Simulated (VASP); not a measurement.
# SiC (Pm-3m) in VASP: notebook, part 2 of 2

VASP 6.6.1. Earlier steps stand in the parts before.

## (4) Single point, r2SCAN

POSCAR

```
SiC
1.0
    2.6201228660      0.0000000000      0.0000000000
    0.0000000000      2.6201228660      0.0000000000
    0.0000000000      0.0000000000      2.6201228660
Si C
1 1
Direct
    0.0000000000      0.0000000000      0.0000000000
    0.5000000000      0.5000000000      0.5000000000
```

INCAR.step1

```
ALGO = Normal
EDIFF = 1E-5
ENCUT = 660
GGA = PE
GGA_COMPAT = False
ISMEAR = -1
LASPH = True
LCHARG = False
LREAL = False
LWAVE = True
NBANDS = 11
NELM = 120
PREC = Accurate
SIGMA = 0.02
```

INCAR.step2

```
ALGO = Normal
EDIFF = 1E-6
ENCUT = 660
GGA_COMPAT = False
ISIF = 2
ISMEAR = -1
ISTART = 1
LASPH = True
LCHARG = True
LELF = True
LMIXTAU = True
LREAL = False
LVHAR = True
LWAVE = False
METAGGA = R2SCAN
NBANDS = 11
NELM = 120
PREC = Accurate
SIGMA = 0.02
```

KPOINTS

```
k-points
0
Gamma
  8 8 8
```

Potentials or basis: VASP PAW PBE potentials, release 64 (Si, C).

Run with:

```console
cat potpaw_PBE.64/Si/POTCAR potpaw_PBE.64/C/POTCAR > POTCAR
cp INCAR.step1 INCAR
mpirun -np 1 vasp_std > vasp.out
cp INCAR.step2 INCAR
mpirun -np 1 vasp_std > vasp.out
```

OUTCAR:

```text
EDIFF = 1E-6
   ENCUT = 660
   ISIF = 2
   ISMEAR = -1
   ISTART = 1
   LASPH = True
   LREAL = False
   METAGGA = R2SCAN
   NELM = 120
   PREC = Accurate

 ion  position               nearest neighbor table
   1  0.000  0.000  0.000-   2 2.27   2 2.27   2 2.27   2 2.27   2 2.27   2 2.27   2 2.27   2 2.27

   2  0.500  0.500  0.500-   1 2.27   1 2.27   1 2.27   1 2.27   1 2.27   1 2.27   1 2.27   1 2.27

  LATTYP: Found a simple cubic cell.
 ALAT       =     2.6201228660

  Lattice vectors:

 A1 = (   2.6201228660,   0.0000000000,   0.0000000000)
 A2 = (   0.0000000000,   2.6201228660,   0.0000000000)
 A3 = (   0.0000000000,   0.0000000000,   2.6201228660)

Analysis of symmetry for initial positions (statically):
=====================================================================
 Subroutine PRICEL returns:
 Original cell was already a primitive cell.

 Routine SETGRP: Setting up the symmetry group for a
 simple cubic supercell.

 Subroutine GETGRP returns: Found 48 space group operations
 (whereof 48 operations were pure point group operations)
 out of a pool of 48 trial point group operations.

The static configuration has the point symmetry O_h .

Analysis of symmetry for dynamics (positions and initial velocities):
=====================================================================
 Subroutine PRICEL returns:
 Original cell was already a primitive cell.

 Routine SETGRP: Setting up the symmetry group for a
 simple cubic supercell.

 Subroutine GETGRP returns: Found 48 space group operations
 (whereof 48 operations were pure point group operations)
 out of a pool of 48 trial point group operations.

The dynamic configuration has the point symmetry O_h .

 Subroutine INISYM returns: Found 48 space group operations
 (whereof 48 operations are pure point group operations),
 and found     1 'primitive' translations

[... 111 lines left out ...]
   IALGO  =     38    algorithm
   IMIX   =      4    mixing-type and parameters
     AMIX     =   0.40;   BMIX     =  1.00
     AMIX_MAG =   1.60;   BMIX_MAG =  1.00
  volume/ion in A,a.u.               =       8.99        60.69
  Fermi-wavevector in a.u.,A,eV,Ry     =   1.249635  2.361468 21.246689  1.561588
  Thomas-Fermi vector in A             =   2.383666
   LORBIT       =      0    0 simple, 1 ext, 2 COOP (PROOUT), +10 PAW based schemes
   METAGGA = R2SCAN    functional components
   LHFCALC =     F    Hartree Fock is set to
   AEXX    =    0.0000 exact exchange contribution
   IVDW    =     0    specifies the selected vdW correction
   LEPSILON=     F    determine dielectric tensor
   LRPA    =     F    only Hartree local field effects (RPA)
 non-spin polarized calculation
  energy-cutoff  :      660.00
  volume of cell :       17.99
 maximum number of plane-waves:       739
 NGX is ok and might be reduce to    24
   NGX = 11   NGY = 11   NGZ = 11

 number of electron       8.0000000 magnetization

 Free energy of the ion-electron system (eV)
  ---------------------------------------------------
  ext. energy  EPLUGINS =         0.00000000
  ---------------------------------------------------
  free energy    TOTEN  =       -14.64725259 eV

  energy without entropy =      -14.64602410  energy(sigma->0) =      -14.64663835

 E-fermi :  11.5762     XC(G=0): -13.4396

 val. band max:       11.5141387887   @ k =   0.5000   0.2500   0.1250
 cond. band min:      11.5994844442   @ k =   0.5000   0.5000   0.3750
 fundamental gap:      0.0853456556
 Fermi energy:        11.5762082062

 k-point     1 :       0.0000    0.0000    0.0000
  band No.  band energies     occupation
      1      -7.3427      2.00000
      2      10.3291      2.00000
      3      10.3291      2.00000
      4      10.3291      2.00000
      5      13.5587      0.00000
      6      16.7165      0.00000
      7      16.7165      0.00000
      8      25.6475      0.00000
      9      25.6475      0.00000
     10      25.6475      0.00000
     11      33.0672      0.00000
[... 309 lines left out ...]
 k-point    24 :       0.5000    0.3750    0.1250
  band No.  band energies     occupation
      1      -0.1877      2.00000
      2       1.9875      2.00000
      3       4.9748      2.00000
      4       8.1270      2.00000
      5      12.5101      0.00000
      6      17.6125      0.00000
      7      19.0735      0.00000
      8      22.3679      0.00000
      9      26.4519      0.00000
     10      27.8681      0.00000
     11      28.7381      0.00000

 [... further k-points ...]
[... 5 lines left out ...]
  --------------------------------------------------------------------------------------
  -------------------------------------------------------------------------------------
  Total        0.0107702      0.0107702      0.0107702      0.0000000     -0.0000000      0.0000000
  in kB        0.9593326      0.9593326      0.9593326      0.0000000     -0.0000000      0.0000000
  external PRESSURE =       0.9593326 kB  Pullay stress =       0.0000000 kB

 VOLUME and BASIS-vectors are now :
 -----------------------------------------------------------------------------
  energy-cutoff  :      660.00
  volume of cell :       17.99
      direct lattice vectors                 reciprocal lattice vectors
     2.620122866  0.000000000  0.000000000     0.381661491  0.000000000  0.000000000
     0.000000000  2.620122866  0.000000000     0.000000000  0.381661491  0.000000000
     0.000000000  0.000000000  2.620122866     0.000000000  0.000000000  0.381661491

 POSITION                                       TOTAL-FORCE (eV/Angst)
 -----------------------------------------------------------------------------------
      0.00000      0.00000      0.00000         0.000000      0.000000      0.000000
      1.31006      1.31006      1.31006         0.000000      0.000000      0.000000
 -----------------------------------------------------------------------------------
    total drift:                                0.000000     -0.000000     -0.000000

  FREE ENERGIE OF THE ION-ELECTRON SYSTEM (eV)
  ---------------------------------------------------
  free  energy   TOTEN  =       -14.6472525928 eV

  energy  without entropy=      -14.6460241026  energy(sigma->0) =      -14.64663835
```

OSZICAR.step1:

```text
N       E                     dE             d eps       ncg     rms          rms(c)
DAV:   1     0.642131446296E+01    0.64213E+01   -0.44380E+03   802   0.750E+02
DAV:   2    -0.108532246041E+02   -0.17275E+02   -0.16099E+02  1001   0.108E+02
DAV:   3    -0.114316852643E+02   -0.57846E+00   -0.57738E+00   963   0.151E+01
DAV:   4    -0.114330886157E+02   -0.14034E-02   -0.14032E-02   841   0.886E-01
DAV:   5    -0.114330917564E+02   -0.31407E-05   -0.31415E-05   919   0.410E-02    0.523E+00
DAV:   6    -0.109274709010E+02    0.50562E+00   -0.23222E+00   814   0.607E+00    0.234E+00
DAV:   7    -0.109244238748E+02    0.30470E-02   -0.52011E-02   863   0.160E+00    0.116E+00
DAV:   8    -0.109207032037E+02    0.37207E-02   -0.52958E-03   842   0.485E-01    0.134E-01
DAV:   9    -0.109205565282E+02    0.14668E-03   -0.55192E-04   962   0.113E-01    0.579E-02
DAV:  10    -0.109205646857E+02   -0.81575E-05   -0.35173E-05   856   0.441E-02
   1 F= -.10920565E+02 E0= -.10920168E+02  d E =-.792480E-03
```

Run time: 40 s. Hardware: 1 thread of Intel Xeon 8259CL, shared host; peak memory 0.14 GiB.

Results:

| Item | Value |
| --- | --- |
| Free energy | -14.6473 eV |
| Pressure | 0.1 GPa |
| Band gap on the k mesh | zero (band 4 reaches 12.69 eV, above the bottom of band 5 at 8.68 eV) |

Levels at points of the mesh, in eV from the Fermi level:
```csv
k point,band 2,band 3,band 4,band 5,band 6,band 7
"(0.00, 0.00, 0.00)",-1.25,-1.25,-1.25,1.98,5.14,5.14
"(0.50, 0.00, 0.00)",-12.76,0.91,0.91,5.49,7.31,8.24
"(0.50, 0.50, 0.00)",-8.65,-8.65,-5.66,2.60,9.61,9.61
"(0.50, 0.50, 0.50)",-4.80,-4.80,-4.80,-1.75,-1.75,-1.75
```

Caveat: the PAW data sets were made with another functional, which shifts forces and pressure a little.

## (5) Single point, r2SCAN

POSCAR is that of step 4.

INCAR.step1

```
SYSTEM = SiC
ALGO = Normal
EDIFF = 1E-5
ENCUT = 660
GGA = PE
GGA_COMPAT = .FALSE.
ISMEAR = -1
LASPH = .TRUE.
LCHARG = .FALSE.
LREAL = .FALSE.
LWAVE = .TRUE.
NBANDS = 11
NELM = 120
PREC = Accurate
SIGMA = 0.02
```

INCAR.step2

```
SYSTEM = SiC
ALGO = Normal
EDIFF = 1E-6
ENCUT = 660
GGA_COMPAT = .FALSE.
ISIF = 2
ISMEAR = -1
ISTART = 1
LASPH = .TRUE.
LCHARG = .FALSE.
LMIXTAU = .TRUE.
LREAL = .FALSE.
LWAVE = .FALSE.
METAGGA = R2SCAN
NBANDS = 11
NELM = 120
PREC = Accurate
SIGMA = 0.02
```

KPOINTS

```
k-points
0
G
  8 8 8
  0 0 0
```

Potentials or basis: VASP PAW PBE potentials, release 64 (Si, C).

Run with:

```console
cat potpaw_PBE.64/Si/POTCAR potpaw_PBE.64/C/POTCAR > POTCAR
cp INCAR.step1 INCAR
mpirun -np 1 vasp_std > vasp.out
cp INCAR.step2 INCAR
mpirun -np 1 vasp_std > vasp.out
```

OUTCAR:

```text
SYSTEM = SiC
   EDIFF = 1E-6
   ENCUT = 660
   ISIF = 2
   ISMEAR = -1
   ISTART = 1
   LASPH = .TRUE.
   LREAL = .FALSE.
   METAGGA = R2SCAN
   NELM = 120
   PREC = Accurate

 ion  position               nearest neighbor table
   1  0.000  0.000  0.000-   2 2.27   2 2.27   2 2.27   2 2.27   2 2.27   2 2.27   2 2.27   2 2.27

   2  0.500  0.500  0.500-   1 2.27   1 2.27   1 2.27   1 2.27   1 2.27   1 2.27   1 2.27   1 2.27

  LATTYP: Found a simple cubic cell.
 ALAT       =     2.6201228660

  Lattice vectors:

 A1 = (   2.6201228660,   0.0000000000,   0.0000000000)
 A2 = (   0.0000000000,   2.6201228660,   0.0000000000)
[... 514 lines left out ...]
      8      22.3679      0.00000
      9      26.4519      0.00000
     10      27.8681      0.00000
     11      28.7381      0.00000

 [... further k-points ...]
[... 5 lines left out ...]
  --------------------------------------------------------------------------------------
  -------------------------------------------------------------------------------------
  Total        0.0107702      0.0107702      0.0107702      0.0000000     -0.0000000      0.0000000
  in kB        0.9593326      0.9593326      0.9593326      0.0000000     -0.0000000      0.0000000
  external PRESSURE =       0.9593326 kB  Pullay stress =       0.0000000 kB

 VOLUME and BASIS-vectors are now :
 -----------------------------------------------------------------------------
  energy-cutoff  :      660.00
  volume of cell :       17.99
      direct lattice vectors                 reciprocal lattice vectors
     2.620122866  0.000000000  0.000000000     0.381661491  0.000000000  0.000000000
     0.000000000  2.620122866  0.000000000     0.000000000  0.381661491  0.000000000
     0.000000000  0.000000000  2.620122866     0.000000000  0.000000000  0.381661491

 POSITION                                       TOTAL-FORCE (eV/Angst)
 -----------------------------------------------------------------------------------
      0.00000      0.00000      0.00000         0.000000      0.000000      0.000000
      1.31006      1.31006      1.31006         0.000000      0.000000      0.000000
 -----------------------------------------------------------------------------------
    total drift:                                0.000000     -0.000000     -0.000000

  FREE ENERGIE OF THE ION-ELECTRON SYSTEM (eV)
  ---------------------------------------------------
  free  energy   TOTEN  =       -14.6472525928 eV

  energy  without entropy=      -14.6460241026  energy(sigma->0) =      -14.64663835
```

It took 36 s on 1 thread of Intel Xeon 8259CL, shared host; peak memory 0.14 GiB.

Results:

```
Free energy            : -14.6473 eV
Pressure               : 0.1 GPa
Band gap on the k mesh : zero (band 4 reaches 12.69 eV, above the bottom of band 5 at 8.68 eV)
```

Caveat: the PAW data sets were made with another functional, which shifts forces and pressure a little.
